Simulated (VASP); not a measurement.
# Fe (P6/mmm) in VASP: further runs

The runs below take Fe through single point, with revPBE.

All numbers are computed with VASP 6.6.1; they aren't measurements. Logs are shortened: lines on timing, memory, paths and dates and some standing lists are left out, and cuts for length are marked.

### 1 The cell of the first run

It takes space group P6/mmm (No. 191, hexagonal). The conventional cell has a = 4.165 Å, b = 4.165 Å, c = 2.377 Å, α = 90.00°, β = 90.00°, γ = 120.00°. Within 3.1 Å of Fe (site symmetry 6/mmm) lie 14 Fe at 2.38 to 2.68 Å. Within 3.1 Å of Fe (site symmetry -6m2) lie 11 Fe at 2.38 to 2.68 Å.

This isn't the form of Fe at room conditions, which is bcc.

### 2 Single point, revPBE, collinear spin, ferromagnetic start (11.91 Å³/atom)

INCAR reads:

```
PREC = Accurate
ENCUT = 690
EDIFF = 1E-6
ISMEAR = -1
SIGMA = 0.05
LREAL = False
LASPH = True
NELM = 200
ALGO = Normal
ISIF = 2
LWAVE = False
LCHARG = True
ISPIN = 2
MAGMOM = 2.648 2.584 2.584
LORBIT = 11
LMAXMIX = 4
GGA = RE
LELF = True
LVHAR = True
NBANDS = 35
GGA_COMPAT = False
```

KPOINTS reads:

```
regular mesh
0
Gamma
  10 10 15
```

POSCAR reads:

```
Fe
1.0
    4.1652275089      0.0000000000      0.0000000000
   -2.0826137545      3.6071928353      0.0000000000
    0.0000000000      0.0000000000      2.3771816347
Fe
3
Direct
    0.0000000000      1.0000000000      0.0000000000
    0.3333333333      0.6666666667      0.5000000000
    0.6666666667      0.3333333333      0.5000000000
```

Potentials or basis: VASP PAW PBE potentials, release 64 (Fe_sv).

Started as:

```bash
> cat potpaw_PBE.64/Fe_sv/POTCAR > POTCAR
> mpirun -np 1 vasp_std > vasp.out
```

OUTCAR:

```text
PREC = Accurate
   ENCUT = 690
   EDIFF = 1E-6
   ISMEAR = -1
   LREAL = False
   LASPH = True
   NELM = 200
   ISIF = 2
   ISPIN = 2
   LORBIT = 11
   GGA = RE

 ion  position               nearest neighbor table
   1  0.000  0.000  0.000-
   2  0.333  0.667  0.500-   3 2.40   3 2.40   3 2.40
   3  0.667  0.333  0.500-   2 2.40   2 2.40   2 2.40

  LATTYP: Found a hexagonal cell.
 ALAT       =     4.1652275089
 C/A-ratio  =     0.5707207180

  Lattice vectors:

 A1 = (   4.1652275089,   0.0000000000,   0.0000000000)
 A2 = (  -2.0826137545,   3.6071928353,   0.0000000000)
 A3 = (   0.0000000000,   0.0000000000,   2.3771816347)

Analysis of symmetry for initial positions (statically):
=====================================================================
 Subroutine PRICEL returns:
 Original cell was already a primitive cell.

 Routine SETGRP: Setting up the symmetry group for a
 hexagonal supercell.

 Subroutine GETGRP returns: Found 24 space group operations
 (whereof 24 operations were pure point group operations)
 out of a pool of 24 trial point group operations.

The static configuration has the point symmetry D_6h.

Analysis of symmetry for dynamics (positions and initial velocities):
=====================================================================
 Subroutine PRICEL returns:
 Original cell was already a primitive cell.

 Routine SETGRP: Setting up the symmetry group for a
 hexagonal supercell.

 Subroutine GETGRP returns: Found 24 space group operations
 (whereof 24 operations were pure point group operations)
 out of a pool of 24 trial point group operations.

The dynamic configuration has the point symmetry D_6h.

Analysis of structural, dynamic, and magnetic symmetry:
=====================================================================
 Subroutine PRICEL returns:
 Original cell was already a primitive cell.

 Routine SETGRP: Setting up the symmetry group for a
 hexagonal supercell.

 Subroutine GETGRP returns: Found 24 space group operations
 (whereof 24 operations were pure point group operations)
 out of a pool of 24 trial point group operations.

The overall configuration has the point symmetry D_6h.

 Subroutine INISYM returns: Found 24 space group operations
 (whereof 24 operations are pure point group operations),
 and found     1 'primitive' translations

----------------------------------------------------------------------------------------

                                     Primitive cell

  volume of cell :      35.7166

  direct lattice vectors                    reciprocal lattice vectors
     4.165227509  0.000000000  0.000000000     0.240082924  0.138611941  0.000000000
    -2.082613755  3.607192835  0.000000000     0.000000000  0.277223882  0.000000000
     0.000000000  0.000000000  2.377181635     0.000000000  0.000000000  0.420666215

  length of vectors
     4.165227509  4.165227509  2.377181635     0.277223882  0.277223882  0.420666215

  position of ions in fractional coordinates (direct lattice)
     0.000000000  0.000000000  0.000000000
     0.333333333  0.666666667  0.500000000
     0.666666667  0.333333333  0.500000000

  ion indices of the primitive-cell ions
   primitive index   ion index
                 1           1
                 2           2
                 3           3

----------------------------------------------------------------------------------------

 KPOINTS: regular mesh

Automatic generation of k-mesh.
 Grid dimensions read from file:
 generate k-points for:   10   10   15

 Generating k-lattice:

  Cartesian coordinates                     Fractional coordinates (reciprocal lattice)
     0.024008292  0.013861194  0.000000000     0.100000000  0.000000000  0.000000000
     0.000000000  0.027722388  0.000000000     0.000000000  0.100000000  0.000000000
     0.000000000  0.000000000  0.028044414     0.000000000  0.000000000  0.066666667

  Length of vectors
     0.027722388  0.027722388  0.028044414

  Shift w.r.t. Gamma in fractional coordinates (k-lattice)
     0.000000000  0.000000000  0.000000000

 Subroutine IBZKPT returns following result:
 ===========================================

 Found    112 irreducible k-points:

 Following reciprocal coordinates:
            Coordinates               Weight
  0.000000  0.000000  0.000000      1.000000
  0.100000  0.000000  0.000000      6.000000
  0.200000  0.000000  0.000000      6.000000
  0.300000  0.000000  0.000000      6.000000
  0.400000  0.000000  0.000000      6.000000
  0.500000  0.000000  0.000000      3.000000
[... 16 lines left out ...]
  0.300000  0.100000  0.066667     24.000000
  0.400000  0.100000  0.066667     24.000000
 [... further k-points ...]
   k-points           NKPTS =    112   k-points in BZ     NKDIM =    112   number of bands    NBANDS=     35
   number of dos      NEDOS =    301   number of ions     NIONS =      3
   total plane-waves  NPLWV =  25920
   dimension x,y,z NGX =    36 NGY =   36 NGZ =   20
   dimension x,y,z NGXF=    72 NGYF=   72 NGZF=   40
   ions per type =               3
   NGX,Y,Z   is equivalent  to a cutoff of  14.37, 14.37, 13.99 a.u.
   NGXF,Y,Z  is equivalent  to a cutoff of  28.74, 28.74, 27.97 a.u.
 SYSTEM =  unknown system
   PREC   = accura    normal or accurate (medium, high low for compatibility)
   ISTART =      0    job   : 0-new  1-cont  2-samecut
   ICHARG =      2    charge: 1-file 2-atom 10-const
   ISPIN  =      2    spin polarized calculation?
   LNONCOLLINEAR =      F non collinear calculations
   LSORBIT =      F    spin-orbit coupling
   LASPH  =      T    aspherical Exc in radial PAW
   ENCUT  =  690.0 eV  50.71 Ry    7.12 a.u.   8.92  8.92  5.09*2*pi/ulx,y,z
   NELM   =    200;   NELMIN=  2; NELMDL= -5     # of ELM steps
   EDIFF  = 0.1E-05   stopping-criterion for ELM
   LREAL  =      F    real-space projection
   EDIFFG = 0.1E-04   stopping-criterion for IOM
   NSW    =      0    number of steps for IOM
   IBRION =     -1    ionic relax: 0-MD 1-quasi-New 2-CG
   NFREE  =      0    steps in history (QN), initial steepest desc. (CG)
   ISIF   =      2    stress and relaxation
   ISYM   =      2    0-nonsym 1-usesym 2-fastsym
   POTIM  = 0.5000    time-step for ionic-motion
   TEBEG  =    0.0;   TEEND  =   0.0 temperature during run
   PSTRESS=    0.0 pullay stress
   NELECT =      48.0000    total number of electrons
   NUPDOWN=      -1.0000    fix difference up-down
   EMIN   =  10.00;   EMAX   =-10.00  energy-range for DOS
   EFERMI =   0.00;   METHOD = LEGACY
   ISMEAR =    -1;   SIGMA  =   0.05  broadening in eV -4-tet -1-fermi 0-gaus
   EFERMI_NEDOS =   21; number of points for ismear=-14 and -15
   IALGO  =     38    algorithm
   IMIX   =      4    mixing-type and parameters
     AMIX     =   0.40;   BMIX     =  1.00
     AMIX_MAG =   1.60;   BMIX_MAG =  1.00
  volume/ion in A,a.u.               =      11.91        80.34
  Fermi-wavevector in a.u.,A,eV,Ry     =   1.806613  3.414003 44.407374  3.263850
  Thomas-Fermi vector in A             =   2.866068
   LORBIT       =     11    0 simple, 1 ext, 2 COOP (PROOUT), +10 PAW based schemes
   GGA     = RE    functional components
   LHFCALC =     F    Hartree Fock is set to
   AEXX    =    0.0000 exact exchange contribution
   IVDW    =     0    specifies the selected vdW correction
   LEPSILON=     F    determine dielectric tensor
   LRPA    =     F    only Hartree local field effects (RPA)
 spin polarized calculation
  energy-cutoff  :      690.00
  volume of cell :       35.72
 maximum number of plane-waves:      1484
 NGX is ok and might be reduce to    36
   NGX = 17   NGY = 17   NGZ = 11

 number of electron      47.9999979 magnetization       7.4651496

 Free energy of the ion-electron system (eV)
  ---------------------------------------------------
  ext. energy  EPLUGINS =         0.00000000
  ---------------------------------------------------
  free energy    TOTEN  =       -23.33456258 eV

  energy without entropy =      -23.30793388  energy(sigma->0) =      -23.32124823

 E-fermi :  11.7433     XC(G=0): -13.3065

 val. band max:       11.7400648931   @ k =   0.4000   0.2000   0.4667
 cond. band min:      11.7441381947   @ k =   0.1000   0.1000   0.0000
 fundamental gap:      0.0040733016
 Fermi energy:        11.7433001450

 spin component 1

 k-point     1 :       0.0000    0.0000    0.0000
  band No.  band energies     occupation
      1     -76.7301      1.00000
      2     -76.6590      1.00000
      3     -76.6012      1.00000
      4     -42.7503      1.00000
      5     -42.7503      1.00000
      6     -42.7445      1.00000
[... 27 lines left out ...]
     34      19.8187      0.00000
     35      29.3801      0.00000

 k-point     2 :       0.1000    0.0000    0.0000
  band No.  band energies     occupation
      1     -76.7293      1.00000
      2     -76.6584      1.00000
      3     -76.6026      1.00000
      4     -42.7771      1.00000
      5     -42.7722      1.00000
      6     -42.7168      1.00000
[... 27 lines left out ...]
     34      20.7104      0.00000
     35      29.5656      0.00000

 k-point     3 :       0.2000    0.0000    0.0000
  band No.  band energies     occupation
      1     -76.7273      1.00000
      2     -76.6563      1.00000
      3     -76.6068      1.00000
      4     -42.8033      1.00000
      5     -42.7818      1.00000
      6     -42.6882      1.00000
[... 27 lines left out ...]
     34      22.8324      0.00000
     35      30.1093      0.00000
[... 723 lines left out ...]
 k-point    23 :       0.3000    0.1000    0.0667
  band No.  band energies     occupation
      1     -76.7214      1.00000
      2     -76.6475      1.00000
      3     -76.6151      1.00000
      4     -42.8214      1.00000
      5     -42.7681      1.00000
      6     -42.6728      1.00000
[... 27 lines left out ...]
     34      26.6306      0.00000
     35      28.1487      0.00000

 k-point    24 :       0.4000    0.1000    0.0667
  band No.  band energies     occupation
      1     -76.7203      1.00000
      2     -76.6430      1.00000
      3     -76.6208      1.00000
      4     -42.8293      1.00000
      5     -42.7395      1.00000
      6     -42.6961      1.00000
[... 27 lines left out ...]
     34      26.9597      0.00000
     35      28.5957      0.00000

 [... further k-points ...]

 spin component 2

 k-point     1 :       0.0000    0.0000    0.0000
  band No.  band energies     occupation
      1     -73.7674      1.00000
      2     -73.6897      1.00000
      3     -73.6549      1.00000
      4     -39.8901      1.00000
      5     -39.8901      1.00000
      6     -39.7536      1.00000
[... 27 lines left out ...]
     34      20.8310      0.00000
     35      29.8993      0.00000

 k-point     2 :       0.1000    0.0000    0.0000
  band No.  band energies     occupation
      1     -73.7654      1.00000
      2     -73.6912      1.00000
      3     -73.6553      1.00000
      4     -39.8990      1.00000
      5     -39.8921      1.00000
      6     -39.7423      1.00000
[... 27 lines left out ...]
     34      21.6375      0.00000
     35      30.0990      0.00000

 k-point     3 :       0.2000    0.0000    0.0000
  band No.  band energies     occupation
      1     -73.7599      1.00000
      2     -73.6957      1.00000
      3     -73.6565      1.00000
      4     -39.9181      1.00000
      5     -39.8906      1.00000
      6     -39.7159      1.00000
[... 27 lines left out ...]
     34      23.6022      0.00000
     35      30.6802      0.00000
[... 723 lines left out ...]
 k-point    23 :       0.3000    0.1000    0.0667
  band No.  band energies     occupation
      1     -73.7434      1.00000
      2     -73.7050      1.00000
      3     -73.6566      1.00000
      4     -39.9363      1.00000
      5     -39.8647      1.00000
      6     -39.6933      1.00000
[... 27 lines left out ...]
     34      27.1918      0.00000
     35      28.7174      0.00000

 k-point    24 :       0.4000    0.1000    0.0667
  band No.  band energies     occupation
      1     -73.7355      1.00000
      2     -73.7121      1.00000
      3     -73.6575      1.00000
      4     -39.9440      1.00000
      5     -39.8355      1.00000
      6     -39.7390      1.00000
[... 27 lines left out ...]
     34      27.6280      0.00000
     35      28.9858      0.00000

 [... further k-points ...]

------------------------ aborting loop because EDIFF is reached ----------------------------------------

  FORCE on cell =-STRESS in cart. coord.  units (eV):
  Direction    XX          YY          ZZ          XY          YZ          ZX
  --------------------------------------------------------------------------------------
  -------------------------------------------------------------------------------------
  Total        0.9625523      0.9625523      0.6976411     -0.0000000      0.0000000      0.0000000
  in kB       43.1781946     43.1781946     31.2948006     -0.0000000      0.0000000      0.0000000
  external PRESSURE =      39.2170633 kB  Pullay stress =       0.0000000 kB

 VOLUME and BASIS-vectors are now :
 -----------------------------------------------------------------------------
  energy-cutoff  :      690.00
  volume of cell :       35.72
      direct lattice vectors                 reciprocal lattice vectors
     4.165227509  0.000000000  0.000000000     0.240082924  0.138611941  0.000000000
    -2.082613755  3.607192835  0.000000000     0.000000000  0.277223882  0.000000000
     0.000000000  0.000000000  2.377181635     0.000000000  0.000000000  0.420666215

 POSITION                                       TOTAL-FORCE (eV/Angst)
 -----------------------------------------------------------------------------------
      0.00000      0.00000      0.00000         0.000000     -0.000000     -0.000000
     -0.00000      2.40480      1.18859         0.000000     -0.000000     -0.000000
      2.08261      1.20240      1.18859        -0.000000      0.000000      0.000000
 -----------------------------------------------------------------------------------
    total drift:                                0.000000      0.000000     -0.000000

  FREE ENERGIE OF THE ION-ELECTRON SYSTEM (eV)
  ---------------------------------------------------
  free  energy   TOTEN  =       -23.3345625751 eV

  energy  without entropy=      -23.3079338786  energy(sigma->0) =      -23.32124823

 total charge

# of ion       s       p       d       tot
------------------------------------------
    1        2.176   6.032   5.506  13.714
    2        2.186   6.031   5.541  13.758
    3        2.186   6.031   5.541  13.758
--------------------------------------------------
tot          6.549  18.094  16.588  41.231

 magnetization (x)

# of ion       s       p       d       tot
------------------------------------------
    1        0.001  -0.007   2.554   2.548
    2        0.000  -0.002   2.425   2.423
    3        0.000  -0.002   2.425   2.423
--------------------------------------------------
tot          0.001  -0.011   7.404   7.393
```

It took 3.1 min on 1 thread of Intel Xeon Platinum 8488C (Sapphire Rapids), shared host; peak memory 0.38 GiB.

What came out:

```yaml
Free_energy: -23.3346 eV
Pressure: 3.9 GPa
Net_moment: 7.47 μB per cell
Site_moments: Fe +2.55, +2.42 (each value once) μB
Valence_electrons_inside_the_program's_atomic_spheres: Fe 13.71, 13.76 (each value once)
```

Levels at points of the mesh, in eV from the Fermi level:
Spin up:
```csv
k point,band 24,band 25,band 26,band 27,band 28,band 29,band 30,band 31,band 32,band 33
"(0.00, 0.00, 0.00)",-1.57,-1.56,-1.56,-0.55,-0.55,5.63,5.63,5.65,5.65,7.94
"(0.50, 0.00, 0.00)",-1.08,-0.85,-0.83,-0.81,-0.62,-0.41,-0.25,6.14,14.11,14.17
```
Spin down:
```csv
k point,band 16,band 17,band 18,band 19,band 20,band 21,band 22,band 23,band 24,band 25
"(0.00, 0.00, 0.00)",-1.75,-1.74,-1.74,-1.68,-0.99,0.20,0.20,1.40,1.40,1.41
"(0.50, 0.00, 0.00)",-1.76,-1.70,-1.34,-1.03,-0.83,-0.13,0.84,1.51,1.51,1.52
```

Caveat: the cell stands under pressure; the PAW data sets were made with another functional, which shifts forces and pressure a little.

### 3 Single point, revPBE (9.32 Å³/atom)

This run uses another cell than the first one, of 9.32 Å³/atom.

INCAR reads:

```
PREC = Accurate ; ENCUT = 690
EDIFF = 1E-6 ; ISMEAR = -1
SIGMA = 0.1 ; LREAL = F
LASPH = T ; NELM = 120
ALGO = Normal ; ISIF = 2
LWAVE = F ; LCHARG = T
GGA = RE ; LELF = T
LVHAR = T ; NBANDS = 31
GGA_COMPAT = F
```

KPOINTS reads:

```
Automatic mesh
0
Gamma
  11 11 14
```

POSCAR reads:

```
Fe
1.0
    3.7168795228      0.0000000000      0.0000000000
   -1.8584397614      3.2189120896      0.0000000000
    0.0000000000      0.0000000000      2.3361906625
Fe
3
Direct
    0.0000000000      0.0000000000      0.0000000000
    0.3333333333      0.6666666667      0.5000000000
    0.6666666667      0.3333333333      0.5000000000
```

Potentials or basis: VASP PAW PBE potentials, release 64 (Fe_sv).

Started as:

```bash
> cat potpaw_PBE.64/Fe_sv/POTCAR > POTCAR
> mpirun -np 1 vasp_std > vasp.out
```

Run time: 83 s. Hardware: 1 thread of Intel Xeon Platinum 8375C at 2.90GHz (Ice Lake), shared host; peak memory 0.24 GiB.

The run converged. Its results:

```
Free energy            : -22.6303 eV
Pressure               : 42.6 GPa
Band gap on the k mesh : zero (bands 24 and 25 overlap by 1.77 eV)
```

Stress tensor (GPa, compression positive):
```
44.13  0.00  0.00
 0.00 44.13  0.00
 0.00  0.00 39.43
```

Levels at points of the mesh, in eV from the Fermi level:
```
           k point  band 20  band 21  band 22  band 23  band 24  band 25  band 26  band 27  band 28  band 29
(0.00, 0.00, 0.00)    -2.08    -1.56    -1.56    -1.02    -1.02    -0.93    -0.93     1.14     1.14     8.64
(0.00, 0.00, 0.50)    -1.74    -1.55    -1.55     0.49     0.49     0.91     0.91     1.65     2.54     3.44
```

Caveat: the cell stands under pressure; the PAW data sets were made with another functional, which shifts forces and pressure a little; the run has no spin polarisation, though such a crystal can be magnetic. Spin polarisation is off, so any magnetic state and its effect on volume and gap are missing.
